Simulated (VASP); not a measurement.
**HfGe3: single point with PBE**

Crystal: HfGe3.

```
Hf Ge
1.0
     4.20581    0.02552    0.00329
     0.02552    4.16631   -0.05450
     0.00329   -0.05450    4.26510
Hf Ge
1 3
Direct
  0.00780 0.00220 0.92685
  0.04144 0.51852 0.48562
  0.44148 0.52024 0.05144
  0.50928 0.95904 0.53609
```

This cell differs from its parent crystal: atoms moved at random and the cell strained at random.

```json
{
 "Program": "VASP 6.6.1",
 "Task": "single point",
 "Functional": "PBE",
 "Potentials or basis": "VASP PAW PBE potentials, release 64 (Hf_pv, Ge_d)",
 "Cutoff": "520 eV",
 "k mesh": "8 × 8 × 8",
 "Occupations": "gaussian, width 0.05 eV",
 "Spin": "no spin polarisation"
}
```

```
Pressure               : 4.1 GPa
Largest force          : 1.605 eV/Å
Band gap on the k mesh : zero (band 26 reaches 7.84 eV, above the bottom of band 27 at 6.24 eV)
```

Forces on the atoms (eV/Å):
```
Hf  -0.760  0.822  1.085
Ge  -0.831 -0.753  0.182
Ge   1.510 -0.445 -0.309
Ge   0.081  0.377 -0.958
```

Stress tensor (GPa, compression positive):
```
 5.56 -1.06 -0.60
-1.06  1.22  0.58
-0.60  0.58  5.57
```

Levels at points of the mesh, in eV from the Fermi level:
| k point | band 22 | band 23 | band 24 | band 25 | band 26 | band 27 | band 28 | band 29 | band 30 | band 31 |
| --- | --- | --- | --- | --- | --- | --- | --- | --- | --- | --- |
| (0.00, 0.00, 0.00) | -4.26 | -3.64 | -3.49 | -0.43 | -0.17 | 0.27 | 0.76 | 0.87 | 1.81 | 2.74 |
| (0.50, 0.00, 0.00) | -3.62 | -3.38 | -2.70 | -1.24 | -0.79 | -0.61 | 0.02 | 1.04 | 1.98 | 3.04 |
| (0.00, 0.50, 0.00) | -3.81 | -3.41 | -2.99 | -1.24 | -1.05 | -0.51 | 0.12 | 1.50 | 1.98 | 2.72 |
| (0.50, 0.50, 0.00) | -6.06 | -3.17 | -2.49 | -1.87 | -0.31 | 0.30 | 0.87 | 1.19 | 1.54 | 3.26 |
| (0.00, 0.00, 0.50) | -3.86 | -3.59 | -3.12 | -0.91 | -0.34 | -0.04 | 0.03 | 1.29 | 2.16 | 2.59 |
| (0.50, 0.00, 0.50) | -6.01 | -2.56 | -2.32 | -1.29 | -0.24 | 0.13 | 0.76 | 1.45 | 1.90 | 2.71 |
| (0.00, 0.50, 0.50) | -6.05 | -2.69 | -2.13 | -1.47 | -0.28 | 0.15 | 0.49 | 1.40 | 1.57 | 2.75 |
| (0.50, 0.50, 0.50) | -5.70 | -4.57 | -4.43 | -4.15 | -0.55 | 1.69 | 1.90 | 2.62 | 2.75 | 3.14 |

It took 12 min on 1 thread of Oxide Virtual Turin-like Processor, on a shared host, peak memory 0.57 GiB.

Caveat: the cell differs from its parent crystal (atoms moved at random and the cell strained at random); spin-orbit coupling is left out, which moves the levels of the heavy elements; forces of over 1 eV/Å act on the atoms, so gaps and moduli don't describe the material at rest.
